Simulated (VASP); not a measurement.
**ReBi2: relaxation of cell and atoms with PBE**

Crystal: ReBi2.

```
Re Bi
1.0
     5.95653    0.00000    0.00000
     0.00000    5.95653    0.00000
     0.00000    0.00000    5.95653
Re Bi
2 4
Direct
  0.00000 0.00000 0.00000
  0.50000 0.50000 0.50000
  0.25000 0.25000 0.25000
  0.25000 0.75000 0.75000
  0.75000 0.75000 0.25000
  0.75000 0.25000 0.75000
```

- Program: VASP 6.6.1
- Task: relaxation of cell and atoms
- Functional: PBE
- Potentials or basis: VASP PAW PBE potentials, release 64 (Re, Bi_d)
- Cutoff: 600 eV
- k mesh: 6 × 6 × 6
- Occupations: gaussian, width 0.1 eV
- Spin: no spin polarisation
- Dipole correction: no
- Further INCAR settings: ALGO = Fast; EDIFF = 1e-06; IBRION = 2; EDIFFG = -0.01; NSW = 100; ISIF = 3

The relaxed volume is 35.33 Å³/atom, the relaxed cell is a = 5.963 Å, b = 5.963 Å, c = 5.963 Å, α = 90.00°, β = 90.00°, γ = 90.00° and the space group after relaxing (to 0.1 Å) is Pn-3m (No. 224). The energy gained by relaxing is 0.1 meV/atom, the ionic steps are 3 and the pressure after relaxing is 0.0 GPa. The band gap on the k mesh is zero (bands 37 and 38 overlap by 0.48 eV).

Step by step:
| step | energy change (eV) | largest force (eV/Å) | pressure (GPa) | volume (Å³) |
| --- | --- | --- | --- | --- |
| 1 | 0.0000 | 0.0000 | 0.27 | 211.34 |
| 2 | 0.0009 | 0.0000 | -0.37 | 213.19 |
| 3 | -0.0004 | 0.0000 | 0.00 | 212.01 |

Final structure:
```cif
data_structure
_symmetry_space_group_name_H-M 'P 1'
_symmetry_Int_Tables_number 1
_cell_length_a 5.9628
_cell_length_b 5.9628
_cell_length_c 5.9628
_cell_angle_alpha 90.000
_cell_angle_beta 90.000
_cell_angle_gamma 90.000
_cell_volume 212.01
loop_
_atom_site_label
_atom_site_type_symbol
_atom_site_fract_x
_atom_site_fract_y
_atom_site_fract_z
_atom_site_occupancy
Re1 Re 0.00000 0.00000 0.00000 1
Re2 Re 0.50000 0.50000 0.50000 1
Bi1 Bi 0.25000 0.25000 0.25000 1
Bi2 Bi 0.25000 0.75000 0.75000 1
Bi3 Bi 0.75000 0.75000 0.25000 1
Bi4 Bi 0.75000 0.25000 0.75000 1
```

Levels at points of the mesh, in eV from the Fermi level:
| k point | band 34 | band 35 | band 36 | band 37 | band 38 | band 39 | band 40 | band 41 |
| --- | --- | --- | --- | --- | --- | --- | --- | --- |
| (0.00, 0.00, 0.00) | -0.50 | -0.50 | -0.13 | -0.13 | -0.13 | 0.15 | 0.15 | 0.15 |
| (0.50, 0.00, 0.00) | -0.79 | -0.72 | -0.72 | -0.32 | -0.32 | 1.08 | 1.08 | 1.93 |
| (0.50, 0.50, 0.00) | -1.50 | -0.52 | -0.52 | -0.29 | -0.29 | 1.39 | 1.39 | 1.79 |
| (0.50, 0.50, 0.50) | -0.76 | -0.76 | 0.04 | 0.04 | 0.04 | 1.45 | 1.45 | 1.45 |

Run time: 15 min on 1 thread of AMD EPYC 7R13 Processor (Zen 3) (shared host), peak memory 0.43 GiB.

Caveat: spin-orbit coupling is left out, which moves the levels of the heavy elements.
